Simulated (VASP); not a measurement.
# Mo (P6/mmm) in VASP: further runs

The runs below take Mo through single point, with PBEsol+D3(BJ).

Program: VASP 6.6.1. These are calculated values, not measurements. Logs are shortened: lines on timing, memory, paths and dates and some standing lists are left out, and cuts for length are marked.

### 1 The cell of the first run

The structure is hexagonal, space group P6/mmm (No. 191). Conventional cell: a = 2.754 Å, b = 2.754 Å, c = 2.572 Å, α = 90.00°, β = 90.00°, γ = 120.00°. Mo (site symmetry 6/mmm) has 8 Mo at 2.57 to 2.75 Å within 3.4 Å.

### 2 Single point, PBEsol+D3(BJ)

The input, INCAR:

```
SYSTEM = Mo
ALGO = Normal ; EDIFF = 1E-7
ENCUT = 520 ; GGA = PS
ISIF = 2 ; ISMEAR = 1
IVDW = 12 ; LASPH = .True.
LCHARG = .True. ; LELF = .True.
LREAL = .False. ; LVHAR = .True.
LWAVE = .False. ; NBANDS = 13
NELM = 100 ; PREC = Accurate
SIGMA = 0.05
```

The input, KPOINTS:

```
k-points
0
Gamma
  12 12 11
  0 0 0
```

The input, POSCAR:

```
Mo
1.0
    2.7536264882      0.0000000000      0.0000000000
   -1.3768132441      2.3847103380      0.0000000000
    0.0000000000      0.0000000000      2.5721032216
Mo
1
Direct
    0.0000000000      0.0000000000      0.5000000000
```

Potentials or basis: VASP PAW PBE potentials, release 64 (Mo_sv).

Launch:

```bash
cat potpaw_PBE.64/Mo_sv/POTCAR > POTCAR
mpirun -np 1 vasp_std > vasp.out
```

OUTCAR:

```text
SYSTEM = Mo
   EDIFF = 1E-7
   ENCUT = 520
   GGA = PS
   ISIF = 2
   ISMEAR = 1
   IVDW = 12
   LASPH = .True.
   LREAL = .False.
   NELM = 100
   PREC = Accurate
 IVDW          = 12

 ion  position               nearest neighbor table
   1  0.000  0.000  0.500-

  LATTYP: Found a hexagonal cell.
 ALAT       =     2.7536264882
 C/A-ratio  =     0.9340784717

  Lattice vectors:

 A1 = (   2.7536264882,   0.0000000000,   0.0000000000)
 A2 = (  -1.3768132441,   2.3847103380,   0.0000000000)
 A3 = (   0.0000000000,   0.0000000000,   2.5721032216)

Analysis of symmetry for initial positions (statically):
=====================================================================
 Subroutine PRICEL returns:
 Original cell was already a primitive cell.

 Routine SETGRP: Setting up the symmetry group for a
 hexagonal supercell.

 Subroutine GETGRP returns: Found 24 space group operations
 (whereof 24 operations were pure point group operations)
 out of a pool of 24 trial point group operations.

The static configuration has the point symmetry D_6h.

Analysis of symmetry for dynamics (positions and initial velocities):
=====================================================================
 Subroutine PRICEL returns:
 Original cell was already a primitive cell.

 Routine SETGRP: Setting up the symmetry group for a
 hexagonal supercell.

 Subroutine GETGRP returns: Found 24 space group operations
 (whereof 24 operations were pure point group operations)
 out of a pool of 24 trial point group operations.

The dynamic configuration has the point symmetry D_6h.

 Subroutine INISYM returns: Found 24 space group operations
 (whereof 24 operations are pure point group operations),
 and found     1 'primitive' translations

----------------------------------------------------------------------------------------

                                     Primitive cell

  volume of cell :      16.8900

  direct lattice vectors                    reciprocal lattice vectors
     2.753626488  0.000000000  0.000000000     0.363157460  0.209669071  0.000000000
    -1.376813244  2.384710338  0.000000000     0.000000000  0.419338141  0.000000000
     0.000000000  0.000000000  2.572103222     0.000000000  0.000000000  0.388786885

  length of vectors
     2.753626488  2.753626355  2.572103222     0.419338121  0.419338141  0.388786885

  position of ions in fractional coordinates (direct lattice)
     0.000000000  0.000000000  0.500000000

  ion indices of the primitive-cell ions
   primitive index   ion index
[... 81 lines left out ...]
   POTIM  = 0.5000    time-step for ionic-motion
   TEBEG  =    0.0;   TEEND  =   0.0 temperature during run
   PSTRESS=    0.0 pullay stress
   NELECT =      14.0000    total number of electrons
   NUPDOWN=      -1.0000    fix difference up-down
   EMIN   =  10.00;   EMAX   =-10.00  energy-range for DOS
   EFERMI =   0.00;   METHOD = LEGACY
   ISMEAR =     1;   SIGMA  =   0.05  broadening in eV -4-tet -1-fermi 0-gaus
   EFERMI_NEDOS =   21; number of points for ismear=-14 and -15
   IALGO  =     38    algorithm
   IMIX   =      4    mixing-type and parameters
     AMIX     =   0.40;   BMIX     =  1.00
     AMIX_MAG =   1.60;   BMIX_MAG =  1.00
  volume/ion in A,a.u.               =      16.89       113.98
  Fermi-wavevector in a.u.,A,eV,Ry     =   1.537828  2.906074 32.176630  2.364916
  Thomas-Fermi vector in A             =   2.644282
   LORBIT       =      0    0 simple, 1 ext, 2 COOP (PROOUT), +10 PAW based schemes
   GGA     = PS    functional components
   LHFCALC =     F    Hartree Fock is set to
   AEXX    =    0.0000 exact exchange contribution
   IVDW    =    12    specifies the selected vdW correction
   LEPSILON=     F    determine dielectric tensor
   LRPA    =     F    only Hartree local field effects (RPA)
 non-spin polarized calculation
 Methfessel and Paxton  Order N= 1 SIGMA  =   0.05
  energy-cutoff  :      520.00
  volume of cell :       16.89
 maximum number of plane-waves:       466
   NGX = 11   NGY = 11   NGZ =  9

 number of electron      14.0000000 magnetization

 Free energy of the ion-electron system (eV)
  ---------------------------------------------------
  ext. energy  EPLUGINS =         0.00000000
  ---------------------------------------------------
  free energy    TOTEN  =       -10.84749374 eV

  energy without entropy =      -10.84761599  energy(sigma->0) =      -10.84753449

 E-fermi :  11.1936     XC(G=0): -13.0074

 val. band max:       11.1820887616   @ k =   0.5000   0.0000   0.3636
 cond. band min:      11.2196828931   @ k =   0.0833   0.0833   0.1818
 fundamental gap:      0.0375941315
 Fermi energy:        11.1936214599

 k-point     1 :       0.0000    0.0000    0.0000
  band No.  band energies     occupation
      1     -49.8022      2.00000
      2     -23.1381      2.00000
      3     -23.1381      2.00000
      4     -23.1116      2.00000
      5       4.3767      2.00000
      6       6.9064      2.00000
      7      10.2772      2.00000
      8      10.2772      2.00000
      9      15.1394      0.00000
     10      15.1394      0.00000
     11      24.1265      0.00000
     12      26.7011      0.00000
     13      31.4138      0.00000
[... 354 lines left out ...]
  band No.  band energies     occupation
      1     -49.6292      2.00000
      2     -24.1134      2.00000
      3     -23.3538      2.00000
      4     -23.1336      2.00000
      5       6.6892      2.00000
      6       7.9517      2.00000
      7      10.1110      2.00000
      8      12.7554      0.00000
      9      13.6559      0.00000
     10      14.2940      0.00000
     11      23.3725      0.00000
     12      27.0251      0.00000
     13      28.3327      0.00000

 [... further k-points ...]

------------------------ aborting loop because EDIFF is reached ----------------------------------------

 Edisp (eV)   -0.65109

 E8    (eV) :    -0.4532

  FORCE on cell =-STRESS in cart. coord.  units (eV):
  Direction    XX          YY          ZZ          XY          YZ          ZX
  --------------------------------------------------------------------------------------
  -------------------------------------------------------------------------------------
  Total      -1.23277    -1.23277    -2.11649     0.00000    -0.00000     0.00000
  in kB    -116.93988  -116.93987  -200.76992     0.00000    -0.00000     0.00000
  external pressure =     -144.88 kB  Pullay stress =        0.00 kB

 VOLUME and BASIS-vectors are now :
 -----------------------------------------------------------------------------
  energy-cutoff  :      520.00
  volume of cell :       16.89
      direct lattice vectors                 reciprocal lattice vectors
     2.753626488  0.000000000  0.000000000     0.363157460  0.209669071  0.000000000
    -1.376813244  2.384710338  0.000000000     0.000000000  0.419338141  0.000000000
     0.000000000  0.000000000  2.572103222     0.000000000  0.000000000  0.388786885

 POSITION                                       TOTAL-FORCE (eV/Angst)
 -----------------------------------------------------------------------------------
      0.00000      0.00000      1.28605        -0.000000      0.000000      0.000000
 -----------------------------------------------------------------------------------
    total drift:                                0.000000      0.000000     -0.000000

  FREE ENERGIE OF THE ION-ELECTRON SYSTEM (eV)
  ---------------------------------------------------
  free  energy   TOTEN  =       -11.4985826960 eV

  energy  without entropy=      -11.4987049474  energy(sigma->0) =      -11.49862345
```

It took 29 s on 1 thread of Intel Xeon 8259CL, shared host; peak memory 0.15 GiB.

Results:

- Free energy: -11.4986 eV
- Pressure: -14.5 GPa
- Band gap on the k mesh: zero (band 7 reaches 12.10 eV, above the bottom of band 8 at 10.28 eV)
- Dispersion energy per atom: -0.651 eV

Caveat: the PAW data sets were made with another functional, which shifts forces and pressure a little; pairwise dispersion overbinds metals, which lowers pressure and volume.

(Part 1 of 2 ends here.)
